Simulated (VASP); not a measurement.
# PbS (R-3m) in VASP: a series of runs, part 3 of 3

VASP 6.6.1. Earlier steps stand in the parts before.

### 5 Electric field gradients, LDA (equal xy, yz and zx shear strains of +1 %)

File INCAR:

```
SYSTEM = PbS
ALGO = Normal
EDIFF = 1E-8
ENCUT = 520
GGA = CA
ISIF = 2
ISMEAR = -1
LASPH = .True.
LCHARG = .False.
LEFG = .True.
LREAL = .False.
LWAVE = .False.
NBANDS = 17
NELM = 100
PREC = Accurate
SIGMA = 0.01
```

File KPOINTS:

```
k-points
0
Gamma
  8 8 8
  0 0 0
```

File POSCAR:

```
PbS
1.0
    0.0296500000      2.9798250000      2.9798250000
    2.9798250000      0.0296500000      2.9798250000
    2.9798250000      2.9798250000      0.0296500000
Pb S
1 1
Direct
    0.0000000000      0.0000000000      0.0000000000
    0.5000000000      0.5000000000      0.5000000000
```

Potentials or basis: VASP PAW LDA potentials, release 64 (Pb_d, S).

Started as:

```console
$ cat potpaw_LDA.64/Pb_d/POTCAR potpaw_LDA.64/S/POTCAR > POTCAR
$ mpirun -np 1 vasp_std > vasp.out
```

OUTCAR:

```text
SYSTEM = PbS
   EDIFF = 1E-8
   ENCUT = 520
   GGA = CA
   ISIF = 2
   ISMEAR = -1
   LASPH = .True.
   LREAL = .False.
   NELM = 100
   PREC = Accurate

 ion  position               nearest neighbor table
   1  0.000  0.000  0.000-   2 2.97   2 2.97   2 2.97   2 2.97   2 2.97   2 2.97
   2  0.500  0.500  0.500-   1 2.97   1 2.97   1 2.97   1 2.97   1 2.97   1 2.97

  LATTYP: Found a trigonal (rhomboedric) cell.
 ALAT       =     4.2142132343
 COS(alpha) =     0.5099250056

  Lattice vectors:

 A1 = (   0.0296500000,   2.9798250000,   2.9798250000)
 A2 = (   2.9798250000,   0.0296500000,   2.9798250000)
 A3 = (   2.9798250000,   2.9798250000,   0.0296500000)

Analysis of symmetry for initial positions (statically):
=====================================================================
 Subroutine PRICEL returns:
 Original cell was already a primitive cell.

 Routine SETGRP: Setting up the symmetry group for a
 trigonal (rhombohedral) supercell.

 Subroutine GETGRP returns: Found 12 space group operations
 (whereof 12 operations were pure point group operations)
 out of a pool of 12 trial point group operations.

The static configuration has the point symmetry D_3d.

Analysis of symmetry for dynamics (positions and initial velocities):
=====================================================================
 Subroutine PRICEL returns:
 Original cell was already a primitive cell.

 Routine SETGRP: Setting up the symmetry group for a
 trigonal (rhombohedral) supercell.

 Subroutine GETGRP returns: Found 12 space group operations
 (whereof 12 operations were pure point group operations)
 out of a pool of 12 trial point group operations.

The dynamic configuration has the point symmetry D_3d.

 Subroutine INISYM returns: Found 12 space group operations
 (whereof 12 operations are pure point group operations),
 and found     1 'primitive' translations

----------------------------------------------------------------------------------------

                                     Primitive cell

  volume of cell :      52.1281

  direct lattice vectors                    reciprocal lattice vectors
     0.029650000  2.979825000  2.979825000    -0.170320489  0.168642454  0.168642454
     2.979825000  0.029650000  2.979825000     0.168642454 -0.170320489  0.168642454
     2.979825000  2.979825000  0.029650000     0.168642454  0.168642454 -0.170320489

  length of vectors
     4.214213234  4.214213234  4.214213234     0.293069315  0.293069315  0.293069315

  position of ions in fractional coordinates (direct lattice)
     0.000000000  0.000000000  0.000000000
     0.500000000  0.500000000  0.500000000

  ion indices of the primitive-cell ions
   primitive index   ion index
                 1           1
                 2           2

----------------------------------------------------------------------------------------

 KPOINTS: k-points

Automatic generation of k-mesh.
[... 71 lines left out ...]
   NFREE  =      0    steps in history (QN), initial steepest desc. (CG)
   ISIF   =      2    stress and relaxation
   ISYM   =      2    0-nonsym 1-usesym 2-fastsym
   POTIM  = 0.5000    time-step for ionic-motion
   TEBEG  =    0.0;   TEEND  =   0.0 temperature during run
   PSTRESS=    0.0 pullay stress
   NELECT =      20.0000    total number of electrons
   NUPDOWN=      -1.0000    fix difference up-down
   EMIN   =  10.00;   EMAX   =-10.00  energy-range for DOS
   EFERMI =   0.00;   METHOD = LEGACY
   ISMEAR =    -1;   SIGMA  =   0.01  broadening in eV -4-tet -1-fermi 0-gaus
   EFERMI_NEDOS =   21; number of points for ismear=-14 and -15
   IALGO  =     38    algorithm
   IMIX   =      4    mixing-type and parameters
     AMIX     =   0.40;   BMIX     =  1.00
     AMIX_MAG =   1.60;   BMIX_MAG =  1.00
  volume/ion in A,a.u.               =      26.06       175.89
  Fermi-wavevector in a.u.,A,eV,Ry     =   1.189582  2.247984 19.253668  1.415105
  Thomas-Fermi vector in A             =   2.325686
   LORBIT       =      0    0 simple, 1 ext, 2 COOP (PROOUT), +10 PAW based schemes
   GGA     = CA    functional components
   LHFCALC =     F    Hartree Fock is set to
   AEXX    =    0.0000 exact exchange contribution
   IVDW    =     0    specifies the selected vdW correction
   LEPSILON=     F    determine dielectric tensor
   LRPA    =     F    only Hartree local field effects (RPA)
 non-spin polarized calculation
  energy-cutoff  :      520.00
  volume of cell :       52.13
 maximum number of plane-waves:      1417
   NGX = 15   NGY = 15   NGZ = 15

 number of electron      19.9999998 magnetization

 Free energy of the ion-electron system (eV)
  ---------------------------------------------------
  ext. energy  EPLUGINS =         0.00000000
  ---------------------------------------------------
  free energy    TOTEN  =        -9.98176378 eV

  energy without entropy =       -9.98176091  energy(sigma->0) =       -9.98176235

 E-fermi :   5.7205     XC(G=0): -10.0330

 val. band max:        5.6683900379   @ k =   0.5000   0.5000   0.5000
 cond. band min:       5.7836249444   @ k =   0.5000   0.0000   0.0000
 fundamental gap:      0.1152349065
 Fermi energy:         5.7205015703

 k-point     1 :       0.0000    0.0000    0.0000
  band No.  band energies     occupation
      1     -11.1717      2.00000
      2     -11.1717      2.00000
      3     -11.1695      2.00000
      4     -11.1599      2.00000
      5     -11.1599      2.00000
      6      -7.9706      2.00000
[... 457 lines left out ...]
      4     -11.1463      2.00000
      5     -11.1342      2.00000
      6      -7.1807      2.00000
[... 9 lines left out ...]
     16      15.0223      0.00000
     17      16.4689      0.00000

 [... further k-points ...]

------------------------ aborting loop because EDIFF is reached ----------------------------------------

  FORCE on cell =-STRESS in cart. coord.  units (eV):
  Direction    XX          YY          ZZ          XY          YZ          ZX
  --------------------------------------------------------------------------------------
  -------------------------------------------------------------------------------------
  Total       -0.8122510     -0.8122510     -0.8122510     -0.0702306     -0.0702306     -0.0702306
  in kB      -24.9648655    -24.9648655    -24.9648655     -2.1585662     -2.1585662     -2.1585662
  external PRESSURE =     -24.9648655 kB  Pullay stress =       0.0000000 kB

 VOLUME and BASIS-vectors are now :
 -----------------------------------------------------------------------------
  energy-cutoff  :      520.00
  volume of cell :       52.13
      direct lattice vectors                 reciprocal lattice vectors
     0.029650000  2.979825000  2.979825000    -0.170320489  0.168642454  0.168642454
     2.979825000  0.029650000  2.979825000     0.168642454 -0.170320489  0.168642454
     2.979825000  2.979825000  0.029650000     0.168642454  0.168642454 -0.170320489

 POSITION                                       TOTAL-FORCE (eV/Angst)
 -----------------------------------------------------------------------------------
      0.00000      0.00000      0.00000        -0.000000     -0.000000     -0.000000
      2.99465      2.99465      2.99465         0.000000      0.000000      0.000000
 -----------------------------------------------------------------------------------
    total drift:                                0.000000     -0.000000     -0.000000

  FREE ENERGIE OF THE ION-ELECTRON SYSTEM (eV)
  ---------------------------------------------------
  free  energy   TOTEN  =        -9.9817637825 eV

  energy  without entropy=       -9.9817609107  energy(sigma->0) =       -9.98176235

 Electric field gradients (V/A^2)
---------------------------------------------------------------------
 ion       V_xx      V_yy      V_zz      V_xy      V_xz      V_yz
---------------------------------------------------------------------
   1      -0.000    -0.000     0.000    -1.114    -1.114    -1.114
   2      -0.000    -0.000     0.000     1.486     1.486     1.486
---------------------------------------------------------------------

 Electric field gradients after diagonalization (V/A^2)
 (convention: |V_zz| > |V_xx| > |V_yy|)
----------------------------------------------------------------------
 ion       V_xx      V_yy      V_zz     asymmetry (V_yy - V_xx)/ V_zz
----------------------------------------------------------------------
   1       1.114     1.114    -2.229       0.000
   2      -1.486    -1.486     2.971       0.000
----------------------------------------------------------------------

           NMR quadrupolar parameters

 Cq : quadrupolar parameter    Cq=e*Q*V_zz/h
 eta: asymmetry parameters     (V_yy - V_xx)/ V_zz
 Q  : nuclear electric quadrupole moment in mb (millibarn)
----------------------------------------------------------------------
 ion       Cq(MHz)       eta       Q (mb)
----------------------------------------------------------------------
   1      -0.005       0.000       1.000
   2       0.007       0.000       1.000
----------------------------------------------------------------------
```

OSZICAR:

```text
N       E                     dE             d eps       ncg     rms          rms(c)
DAV:   1     0.157812197578E+03    0.15781E+03   -0.97236E+03  2210   0.123E+03
DAV:   2     0.168681720169E+01   -0.15613E+03   -0.15055E+03  2361   0.319E+02
DAV:   3    -0.101266098973E+02   -0.11813E+02   -0.11733E+02  2860   0.918E+01
DAV:   4    -0.104251189977E+02   -0.29851E+00   -0.29819E+00  2838   0.158E+01
DAV:   5    -0.104363113130E+02   -0.11192E-01   -0.11192E-01  3208   0.299E+00    0.447E+00
DAV:   6    -0.999311857880E+01    0.44319E+00   -0.13198E+00  3534   0.776E+00    0.313E+00
DAV:   7    -0.998577830376E+01    0.73403E-02   -0.10324E-01  2627   0.162E+00    0.173E+00
DAV:   8    -0.998208813416E+01    0.36902E-02   -0.11197E-02  2790   0.104E+00    0.206E-01
DAV:   9    -0.998174509363E+01    0.34304E-03   -0.22266E-03  3314   0.365E-01    0.750E-02
DAV:  10    -0.998176839919E+01   -0.23306E-04   -0.13835E-04  2632   0.707E-02    0.495E-02
DAV:  11    -0.998176388771E+01    0.45115E-05   -0.19078E-05  3034   0.459E-02    0.102E-02
DAV:  12    -0.998176379267E+01    0.95033E-07   -0.80704E-07  3251   0.115E-02    0.223E-03
DAV:  13    -0.998176378113E+01    0.11549E-07   -0.15335E-07  2544   0.234E-03    0.170E-03
DAV:  14    -0.998176378252E+01   -0.13931E-08   -0.60825E-09  2174   0.710E-04
   1 F= -.99817638E+01 E0= -.99817623E+01  d E =-.287185E-05
```

stdout:

```text
POSCAR found type information on POSCAR PbS
 POSCAR found :  2 types and       2 ions
 scaLAPACK will be used
 LDA part: xc-table for (Slater(with rela. corr.)+CA(PZ))
 , standard interpolation
 POSCAR, INCAR and KPOINTS ok, starting setup
 FFT: planning ... GRIDC
 FFT: planning ... GRID_SOFT
 FFT: planning ... GRID
 WAVECAR not read
 entering main loop
ion   1

ion   2
```

It took 42 s on 1 thread of Intel Xeon 8259CL, shared host; peak memory 0.19 GiB.

Results:

```
Free energy                             : -9.9818 eV
Pressure                                : -2.5 GPa
Band gap on the k mesh                  : 0.12 eV (least direct gap 0.19 eV)
Largest electric field gradient by atom : Pb -2.2; S +3.0 V/Å²
```

Stress tensor (GPa, compression positive):
```
-2.50 -0.22 -0.22
-0.22 -2.50 -0.22
-0.22 -0.22 -2.50
```

Levels at points of the mesh, in eV from the valence-band top:
```tsv
k point	band 8	band 9	band 10	band 11	band 12	band 13
(0.00, 0.00, 0.00)	-2.30	-2.19	-2.19	5.01	5.01	5.02
(0.50, 0.00, 0.00)	-1.85	-1.81	-0.08	0.12	1.71	1.77
(0.50, 0.50, 0.00)	-5.33	-3.58	-3.48	3.66	5.35	5.50
(0.50, 0.50, 0.50)	-1.78	-1.78	0.00	0.22	1.86	1.86
```

Electric field gradients, principal values (V/Å²):
| atom | least | middle | greatest (by size) |
| --- | --- | --- | --- |
| 1 Pb | 1.114 | 1.114 | -2.229 |
| 2 S | -1.486 | -1.486 | 2.971 |

Caveat: the cell differs from its parent crystal (equal xy, yz and zx shear strains of +1 %); without QUAD_EFG the Cq values of the log hold for a quadrupole moment of 1 mb, not for the nuclei; spin-orbit coupling is left out, which moves the levels of the heavy elements. A k mesh can miss the band edges.

### 6 Electric field gradients, LDA (equal xy, yz and zx shear strains of +1 %)

File INCAR:

```
ALGO = Normal ; EDIFF = 1E-8
ENCUT = 520 ; ISIF = 2
ISMEAR = -1 ; LASPH = True
LCHARG = False ; LEFG = True
LREAL = False ; LWAVE = False
NBANDS = 17 ; NELM = 80
PREC = Accurate ; SIGMA = 0.01
```

File KPOINTS:

```
k-points
0
Gamma
  8 8 8
```

POSCAR is that of step 5.

Potentials or basis: VASP PAW LDA potentials, release 64 (Pb_d, S).

Started as:

```console
$ cat potpaw_LDA.64/Pb_d/POTCAR potpaw_LDA.64/S/POTCAR > POTCAR
$ mpirun -np 1 vasp_std > vasp.out
```

OUTCAR:

```text
EDIFF = 1E-8
   ENCUT = 520
   ISIF = 2
   ISMEAR = -1
   LASPH = True
   LREAL = False
   NELM = 80
   PREC = Accurate

 ion  position               nearest neighbor table
   1  0.000  0.000  0.000-   2 2.97   2 2.97   2 2.97   2 2.97   2 2.97   2 2.97
   2  0.500  0.500  0.500-   1 2.97   1 2.97   1 2.97   1 2.97   1 2.97   1 2.97

  LATTYP: Found a trigonal (rhomboedric) cell.
 ALAT       =     4.2142132343
 COS(alpha) =     0.5099250056

  Lattice vectors:

 A1 = (   0.0296500000,   2.9798250000,   2.9798250000)
 A2 = (   2.9798250000,   0.0296500000,   2.9798250000)
 A3 = (   2.9798250000,   2.9798250000,   0.0296500000)

Analysis of symmetry for initial positions (statically):
[... 691 lines left out ...]
  energy  without entropy=       -9.9817609107  energy(sigma->0) =       -9.98176235

 Electric field gradients (V/A^2)
---------------------------------------------------------------------
 ion       V_xx      V_yy      V_zz      V_xy      V_xz      V_yz
---------------------------------------------------------------------
   1      -0.000    -0.000     0.000    -1.114    -1.114    -1.114
   2      -0.000    -0.000     0.000     1.486     1.486     1.486
---------------------------------------------------------------------

 Electric field gradients after diagonalization (V/A^2)
 (convention: |V_zz| > |V_xx| > |V_yy|)
----------------------------------------------------------------------
 ion       V_xx      V_yy      V_zz     asymmetry (V_yy - V_xx)/ V_zz
----------------------------------------------------------------------
   1       1.114     1.114    -2.229       0.000
   2      -1.486    -1.486     2.971       0.000
----------------------------------------------------------------------

           NMR quadrupolar parameters

 Cq : quadrupolar parameter    Cq=e*Q*V_zz/h
 eta: asymmetry parameters     (V_yy - V_xx)/ V_zz
 Q  : nuclear electric quadrupole moment in mb (millibarn)
----------------------------------------------------------------------
 ion       Cq(MHz)       eta       Q (mb)
----------------------------------------------------------------------
   1      -0.005       0.000       1.000
   2       0.007       0.000       1.000
----------------------------------------------------------------------
```

It took 44 s on 1 thread of Intel Xeon 8259CL, shared host; peak memory 0.19 GiB.

Results:

```
Free energy                             : -9.9818 eV
Pressure                                : -2.5 GPa
Band gap on the k mesh                  : 0.12 eV (least direct gap 0.19 eV)
Largest electric field gradient by atom : Pb -2.2; S +3.0 V/Å²
```

Levels at points of the mesh, in eV from the valence-band top:
| k point | band 6 | band 7 | band 8 | band 9 | band 10 | band 11 | band 12 | band 13 | band 14 | band 15 |
| --- | --- | --- | --- | --- | --- | --- | --- | --- | --- | --- |
| (0.00, 0.00, 0.00) | -13.64 | -6.14 | -2.30 | -2.19 | -2.19 | 5.01 | 5.01 | 5.02 | 6.45 | 6.65 |
| (0.50, 0.00, 0.00) | -12.34 | -8.98 | -1.85 | -1.81 | -0.08 | 0.12 | 1.71 | 1.77 | 8.42 | 9.86 |
| (0.50, 0.50, 0.00) | -11.91 | -7.34 | -5.33 | -3.58 | -3.48 | 3.66 | 5.35 | 5.50 | 5.55 | 11.12 |
| (0.50, 0.50, 0.50) | -12.37 | -9.05 | -1.78 | -1.78 | 0.00 | 0.22 | 1.86 | 1.86 | 8.40 | 9.97 |

Electric field gradients, principal values (V/Å²):
```tsv
atom	least	middle	greatest (by size)
1 Pb	1.114	1.114	-2.229
2 S	-1.486	-1.486	2.971
```

Caveat: the cell differs from its parent crystal (equal xy, yz and zx shear strains of +1 %); without QUAD_EFG the Cq values of the log hold for a quadrupole moment of 1 mb, not for the nuclei; spin-orbit coupling is left out, which moves the levels of the heavy elements. A k mesh can miss the band edges.

### 7 The runs side by side

```tsv
cell	gap on the mesh (eV)	pressure (GPa)
a = 4.172 Å, angles 60.7°, 2 atoms	0.11	-2.5
a = 4.235 Å, angles 58.7°, 2 atoms	0.02	-2.5
a = 4.152 Å, angles 61.3°, 2 atoms	-	-2.5
a = 4.214 Å, angles 59.3°, 2 atoms	0.12	-2.5
```

Alike in all rows: task electric field gradients; level LDA; potentials or basis VASP PAW LDA potentials, release 64 (Pb_d, S); no spin polarisation; k mesh 8 × 8 × 8; cutoff (eV) 520; smearing fermi-dirac 0.01 eV.

Caveats: spin-orbit coupling is left out, which moves the levels of the heavy elements.

Absolute energies hang on the potentials; compare differences alone.
